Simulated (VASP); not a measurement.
# KH3Pt8 (C2/m) in VASP: single point with LDA

Aim: the single point of KH3Pt8 with LDA.

Everything below comes from runs of VASP 6.6.1. Logs are shortened: lines on timing, memory, paths and dates and some standing lists are left out, and cuts for length are marked.

### Step 1. The cell of the first run

Symmetry: C2/m, No. 12, monoclinic system. Conventional cell: a = 9.514 Å, b = 6.072 Å, c = 8.492 Å, α = 90.00°, β = 95.00°, γ = 90.00°. H (site symmetry m) has 4 Pt at 1.80 to 2.00 Å within 2.4 Å. H (site symmetry 2/m) has 6 Pt at 2.09 to 2.17 Å within 2.8 Å. Pt (site symmetry m) has 2 H at 2.00 to 2.09 Å within 2.7 Å. Pt (site symmetry 1) has 2 H at 1.82 to 2.17 Å within 2.4 Å. Pt (site symmetry m) has 1 H at 1.80 Å within 2.4 Å. Within 4.3 Å of K (site symmetry 2/m) lie 10 Pt at 3.10 to 3.60 Å and 6 H at 4.01 to 4.25 Å.

### Step 2. Single point, LDA

INCAR

```
SYSTEM = KH3Pt8
PREC = Accurate
ENCUT = 520
EDIFF = 1E-6
ISMEAR = 0
SIGMA = 0.0893
LREAL = .False.
LASPH = .True.
NELM = 100
ALGO = Normal
ISIF = 2
LWAVE = .False.
LCHARG = .False.
NBANDS = 58
```

KPOINTS

```
Automatic mesh
0
Gamma
  5 5 3
  0 0 0
```

POSCAR

```
KH3Pt8
1.0
    4.7568070000      3.0361420000      0.0000000000
    4.7568070000     -3.0361420000      0.0000000000
    0.7401530000      0.0000000000     -8.4600010000
H Pt K
3 8 1
Direct
    0.6200000000      0.6200000000      0.7100000000
    0.3800000000      0.3800000000      0.2900000000
    0.0000000000      0.0000000000      0.5000000000
    0.2200000000      0.2200000000      0.4600000000
    0.7800000000      0.7800000000      0.5400000000
    0.2700000000      0.7700000000      0.6800000000
    0.2300000000      0.7300000000      0.3200000000
    0.7300000000      0.2300000000      0.3200000000
    0.7700000000      0.2700000000      0.6800000000
    0.6900000000      0.6900000000      0.9000000000
    0.3100000000      0.3100000000      0.1000000000
    0.0000000000      0.0000000000      0.0000000000
```

Potentials or basis: VASP PAW LDA potentials, release 64 (H, Pt, K_sv).

Command:

```console
$ cat potpaw_LDA.64/H/POTCAR potpaw_LDA.64/Pt/POTCAR potpaw_LDA.64/K_sv/POTCAR > POTCAR
$ mpirun -np 1 vasp_std > vasp.out
```

OUTCAR:

```text
SYSTEM = KH3Pt8
   PREC = Accurate
   ENCUT = 520
   EDIFF = 1E-6
   ISMEAR = 0
   LREAL = .False.
   LASPH = .True.
   NELM = 100
   ISIF = 2

 ion  position               nearest neighbor table
   1  0.620  0.620  0.710-  10 1.80   9 1.82   6 1.82   5 2.00
   2  0.380  0.380  0.290-  11 1.80   8 1.82   7 1.82   4 2.00
   3  0.000  0.000  0.500-   4 2.09   5 2.09   6 2.17   7 2.17   8 2.17   9 2.17
   4  0.220  0.220  0.460-   2 2.00   3 2.09   6 2.97   9 2.97   8 3.05   7 3.05   8 3.07   7 3.07
                            11 3.10   5 3.17   5 3.17
   5  0.780  0.780  0.540-   1 2.00   3 2.09   7 2.97   8 2.97   9 3.05   6 3.05   6 3.07   9 3.07
                            10 3.10   4 3.17   4 3.17
   6  0.270  0.770  0.680-   1 1.82   3 2.17   4 2.97  10 2.99   9 3.04   9 3.04   5 3.05   5 3.07
                            12 3.10   7 3.11
   7  0.230  0.730  0.320-   2 1.82   3 2.17   5 2.97  11 2.99   8 3.04   8 3.04   4 3.05   4 3.07
                            12 3.10   6 3.11
   8  0.730  0.230  0.320-   2 1.82   3 2.17   5 2.97  11 2.99   7 3.04   7 3.04   4 3.05   4 3.07
                            12 3.10   9 3.11
   9  0.770  0.270  0.680-   1 1.82   3 2.17   4 2.97  10 2.99   6 3.04   6 3.04   5 3.05   5 3.07
                            12 3.10   8 3.11
  10  0.690  0.690  0.900-   1 1.80   6 2.99   9 2.99   5 3.10  12 3.14  12 3.60  12 3.60
  11  0.310  0.310  0.100-   2 1.80   7 2.99   8 2.99   4 3.10  12 3.14  12 3.60  12 3.60
  12  0.000  0.000  0.000-   6 3.10   7 3.10   8 3.10   9 3.10  10 3.14  11 3.14  10 3.60  10 3.60
                            11 3.60  11 3.60

  LATTYP: Found a base centered monoclinic cell.
 ALAT       =     9.5136140000
 B/A-ratio  =     0.6382731105
 C/A-ratio  =     0.8926488637
 COS(beta)  =    -0.0871556047

  Lattice vectors:

 A1 = (  -4.7568070000,  -3.0361420000,   0.0000000000)
 A2 = (  -4.7568070000,   3.0361420000,   0.0000000000)
 A3 = (   0.7401530000,   0.0000000000,  -8.4600010000)

Analysis of symmetry for initial positions (statically):
=====================================================================
 Subroutine PRICEL returns:
 Original cell was already a primitive cell.

 Routine SETGRP: Setting up the symmetry group for a
 base centered monoclinic supercell.

 Subroutine GETGRP returns: Found  4 space group operations
 (whereof  4 operations were pure point group operations)
 out of a pool of  4 trial point group operations.

The static configuration has the point symmetry C_2h.

Analysis of symmetry for dynamics (positions and initial velocities):
=====================================================================
 Subroutine PRICEL returns:
 Original cell was already a primitive cell.

 Routine SETGRP: Setting up the symmetry group for a
 base centered monoclinic supercell.

 Subroutine GETGRP returns: Found  4 space group operations
 (whereof  4 operations were pure point group operations)
 out of a pool of  4 trial point group operations.

The dynamic configuration has the point symmetry C_2h.

 Subroutine INISYM returns: Found  4 space group operations
 (whereof  4 operations are pure point group operations),
 and found     1 'primitive' translations

----------------------------------------------------------------------------------------

                                     Primitive cell

  volume of cell :     244.3644

  direct lattice vectors                    reciprocal lattice vectors
     4.756807000  3.036142000  0.000000000     0.105112526  0.164682680  0.009196140
     4.756807000 -3.036142000  0.000000000     0.105112526 -0.164682680  0.009196140
     0.740153000  0.000000000 -8.460001000     0.000000000  0.000000000 -0.118203296

  length of vectors
     5.643170304  5.643170304  8.492316727     0.195585268  0.195585268  0.118203296

  position of ions in fractional coordinates (direct lattice)
     0.620000000  0.620000000  0.710000000
     0.380000000  0.380000000  0.290000000
     0.000000000  0.000000000  0.500000000
     0.220000000  0.220000000  0.460000000
     0.780000000  0.780000000  0.540000000
     0.270000000  0.770000000  0.680000000
     0.230000000  0.730000000  0.320000000
     0.730000000  0.230000000  0.320000000
     0.770000000  0.270000000  0.680000000
     0.690000000  0.690000000  0.900000000
     0.310000000  0.310000000  0.100000000
     0.000000000  0.000000000  0.000000000

  ion indices of the primitive-cell ions
   primitive index   ion index
                 1           1
                 2           2
                 3           3
                 4           4
                 5           5
                 6           6
                 7           7
                 8           8
                 9           9
                10          10
                11          11
                12          12

----------------------------------------------------------------------------------------

 KPOINTS: Automatic mesh

Automatic generation of k-mesh.
 Grid dimensions read from file:
 generate k-points for:    5    5    3

 Generating k-lattice:

  Cartesian coordinates                     Fractional coordinates (reciprocal lattice)
     0.021022505  0.032936536  0.001839228     0.200000000  0.000000000  0.000000000
     0.021022505 -0.032936536  0.001839228     0.000000000  0.200000000  0.000000000
     0.000000000  0.000000000 -0.039401099     0.000000000  0.000000000  0.333333333

  Length of vectors
     0.039117054  0.039117054  0.039401099

  Shift w.r.t. Gamma in fractional coordinates (k-lattice)
     0.000000000  0.000000000  0.000000000

 Subroutine IBZKPT returns following result:
 ===========================================

 Found     24 irreducible k-points:

 Following reciprocal coordinates:
            Coordinates               Weight
  0.000000  0.000000  0.000000      1.000000
  0.200000  0.000000 -0.000000      4.000000
  0.400000  0.000000 -0.000000      4.000000
  0.200000  0.200000 -0.000000      2.000000
  0.400000  0.200000 -0.000000      4.000000
 -0.400000  0.200000  0.000000      4.000000
[... 16 lines left out ...]
 -0.200000 -0.400000  0.333333      4.000000
 -0.200000 -0.200000  0.333333      2.000000
   k-points           NKPTS =     24   k-points in BZ     NKDIM =     24   number of bands    NBANDS=     58
   number of dos      NEDOS =    301   number of ions     NIONS =     12
   total plane-waves  NPLWV = 112896
   dimension x,y,z NGX =    42 NGY =   42 NGZ =   64
   dimension x,y,z NGXF=    84 NGYF=   84 NGZF=  128
   ions per type =               3   8   1
   NGX,Y,Z   is equivalent  to a cutoff of  12.37, 12.37, 12.53 a.u.
   NGXF,Y,Z  is equivalent  to a cutoff of  24.75, 24.75, 25.06 a.u.
 SYSTEM =  KH3Pt8
   PREC   = accura    normal or accurate (medium, high low for compatibility)
   ISTART =      0    job   : 0-new  1-cont  2-samecut
   ICHARG =      2    charge: 1-file 2-atom 10-const
   ISPIN  =      1    spin polarized calculation?
   LNONCOLLINEAR =      F non collinear calculations
   LSORBIT =      F    spin-orbit coupling
   LASPH  =      T    aspherical Exc in radial PAW
   ENCUT  =  520.0 eV  38.22 Ry    6.18 a.u.  10.49 10.49 15.79*2*pi/ulx,y,z
   NELM   =    100;   NELMIN=  2; NELMDL= -5     # of ELM steps
   EDIFF  = 0.1E-05   stopping-criterion for ELM
   LREAL  =      F    real-space projection
   EDIFFG = 0.1E-04   stopping-criterion for IOM
   NSW    =      0    number of steps for IOM
   IBRION =     -1    ionic relax: 0-MD 1-quasi-New 2-CG
   NFREE  =      0    steps in history (QN), initial steepest desc. (CG)
   ISIF   =      2    stress and relaxation
   ISYM   =      2    0-nonsym 1-usesym 2-fastsym
   POTIM  = 0.5000    time-step for ionic-motion
   TEBEG  =    0.0;   TEEND  =   0.0 temperature during run
   PSTRESS=    0.0 pullay stress
   NELECT =      92.0000    total number of electrons
   NUPDOWN=      -1.0000    fix difference up-down
   EMIN   =  10.00;   EMAX   =-10.00  energy-range for DOS
   EFERMI =   0.00;   METHOD = LEGACY
   ISMEAR =     0;   SIGMA  =   0.09  broadening in eV -4-tet -1-fermi 0-gaus
   EFERMI_NEDOS =   21; number of points for ismear=-14 and -15
   IALGO  =     38    algorithm
   IMIX   =      4    mixing-type and parameters
     AMIX     =   0.40;   BMIX     =  1.00
     AMIX_MAG =   1.60;   BMIX_MAG =  1.00
  volume/ion in A,a.u.               =      20.36       137.42
  Fermi-wavevector in a.u.,A,eV,Ry     =   1.182111  2.233865 19.012583  1.397385
  Thomas-Fermi vector in A             =   2.318371
   LORBIT       =      0    0 simple, 1 ext, 2 COOP (PROOUT), +10 PAW based schemes
   GGA     = CA    functional components
   LHFCALC =     F    Hartree Fock is set to
   AEXX    =    0.0000 exact exchange contribution
   IVDW    =     0    specifies the selected vdW correction
   LEPSILON=     F    determine dielectric tensor
   LRPA    =     F    only Hartree local field effects (RPA)
 non-spin polarized calculation
 Gauss-broadening in eV      SIGMA  =   0.09
  energy-cutoff  :      520.00
  volume of cell :      244.36
 maximum number of plane-waves:      6619
 NGX is ok and might be reduce to    42
   NGX = 21   NGY = 21   NGZ = 31

 number of electron      92.0000013 magnetization

 Free energy of the ion-electron system (eV)
  ---------------------------------------------------
  ext. energy  EPLUGINS =         0.00000000
  ---------------------------------------------------
  free energy    TOTEN  =       -58.65106214 eV

  energy without entropy =      -58.59603832  energy(sigma->0) =      -58.62355023

 E-fermi :   2.9964     XC(G=0): -10.2779

 val. band max:        2.9937149007   @ k =   0.4000   0.4000   0.3333
 cond. band min:       2.9994915067   @ k =   0.4000   0.4000  -0.0000
 fundamental gap:      0.0057766059
 Fermi energy:         2.9963929349

 k-point     1 :       0.0000    0.0000    0.0000
  band No.  band energies     occupation
      1     -25.4079      2.00000
      2      -9.3220      2.00000
      3      -9.2520      2.00000
      4      -9.1988      2.00000
      5      -5.6448      2.00000
      6      -4.7487      2.00000
[... 50 lines left out ...]
     57       7.8561      0.00000
     58       7.8937      0.00000

 k-point     2 :       0.2000    0.0000   -0.0000
  band No.  band energies     occupation
      1     -25.4078      2.00000
      2      -9.3215      2.00000
      3      -9.2537      2.00000
      4      -9.2012      2.00000
      5      -5.4570      2.00000
      6      -4.6930      2.00000
[... 50 lines left out ...]
     57       7.9038      0.00000
     58       8.1007      0.00000

 k-point     3 :       0.4000    0.0000   -0.0000
  band No.  band energies     occupation
      1     -25.4077      2.00000
      2      -9.3210      2.00000
      3      -9.2565      2.00000
      4      -9.2044      2.00000
      5      -4.9893      2.00000
      6      -4.6416      2.00000
[... 1216 lines left out ...]
      3      -9.2605      2.00000
      4      -9.2008      2.00000
      5      -5.1155      2.00000
      6      -4.6928      2.00000
[... 50 lines left out ...]
     57       7.5599      0.00000
     58       8.5282      0.00000

 k-point    24 :      -0.2000   -0.2000    0.3333
  band No.  band energies     occupation
      1     -25.4078      2.00000
      2      -9.3231      2.00000
      3      -9.2575      2.00000
      4      -9.1986      2.00000
      5      -5.4316      2.00000
      6      -4.7656      2.00000
[... 50 lines left out ...]
     57       7.6924      0.00000
     58       8.0532      0.00000

------------------------ aborting loop because EDIFF is reached ----------------------------------------

  FORCE on cell =-STRESS in cart. coord.  units (eV):
  Direction    XX          YY          ZZ          XY          YZ          ZX
  --------------------------------------------------------------------------------------
  -------------------------------------------------------------------------------------
  Total      -30.2395838    -33.1539823    -26.0326636      0.0000000      0.0000000     -1.0841423
  in kB     -198.2660579   -217.3743334   -170.6833542      0.0000000      0.0000000     -7.1081871
  external PRESSURE =    -195.4412485 kB  Pullay stress =       0.0000000 kB

 VOLUME and BASIS-vectors are now :
 -----------------------------------------------------------------------------
  energy-cutoff  :      520.00
  volume of cell :      244.36
      direct lattice vectors                 reciprocal lattice vectors
     4.756807000  3.036142000  0.000000000     0.105112526  0.164682680  0.009196140
     4.756807000 -3.036142000  0.000000000     0.105112526 -0.164682680  0.009196140
     0.740153000  0.000000000 -8.460001000     0.000000000  0.000000000 -0.118203296

 POSITION                                       TOTAL-FORCE (eV/Angst)
 -----------------------------------------------------------------------------------
      6.42395      0.00000     -6.00660         0.207928      0.000000     -0.019945
      3.82982      0.00000     -2.45340        -0.207928      0.000000      0.019945
      0.37008      0.00000     -4.23000         0.000000      0.000000      0.000000
      2.43347      0.00000     -3.89160        -0.938294      0.000000      0.367677
      7.82030      0.00000     -4.56840         0.938294      0.000000     -0.367677
      5.45038     -1.51807     -5.75280         0.376970     -0.231610      1.445313
      4.80338     -1.51807     -2.70720        -0.376970     -0.231610     -1.445313
      4.80338      1.51807     -2.70720        -0.376970      0.231610     -1.445313
      5.45038      1.51807     -5.75280         0.376970      0.231610      1.445313
      7.23053      0.00000     -7.61400        -0.982611      0.000000      1.214751
      3.02324      0.00000     -0.84600         0.982611      0.000000     -1.214751
      0.00000      0.00000      0.00000         0.000000      0.000000      0.000000
 -----------------------------------------------------------------------------------
    total drift:                                0.000000     -0.000000     -0.000000

  FREE ENERGIE OF THE ION-ELECTRON SYSTEM (eV)
  ---------------------------------------------------
  free  energy   TOTEN  =       -58.6510621374 eV

  energy  without entropy=      -58.5960383157  energy(sigma->0) =      -58.62355023
```

Run time: 7.5 min. Hardware: 1 thread of Oxide Virtual Turin-like, shared host; peak memory 0.39 GiB.

Results:

| Quantity | Value |
| --- | --- |
| Free energy | -58.6511 eV |
| Pressure | -19.5 GPa |
| Largest force | 1.562 eV/Å |
| Band gap on the k mesh | zero (bands 46 and 47 overlap by 0.26 eV) |

Forces on the atoms (eV/Å):
```
H    0.208  0.000 -0.020
H   -0.208  0.000  0.020
H    0.000  0.000  0.000
Pt  -0.938  0.000  0.368
Pt   0.938  0.000 -0.368
Pt   0.377 -0.232  1.445
Pt  -0.377 -0.232 -1.445
Pt  -0.377  0.232 -1.445
Pt   0.377  0.232  1.445
Pt  -0.983  0.000  1.215
Pt   0.983  0.000 -1.215
K    0.000  0.000  0.000
```

Stress tensor (GPa, compression positive):
```
-19.83   0.00  -0.71
  0.00 -21.74   0.00
 -0.71   0.00 -17.07
```

Levels at points of the mesh, in eV from the Fermi level:
```csv
k point,band 43,band 44,band 45,band 46,band 47,band 48,band 49,band 50
"(0.00, 0.00, 0.00)",-0.13,-0.13,-0.12,0.08,0.14,0.48,1.97,2.15
```

Caveat: the cell stands under tension; spin-orbit coupling is left out, which moves the levels of the heavy elements; forces of over 1 eV/Å act on the atoms, so gaps and moduli don't describe the material at rest.
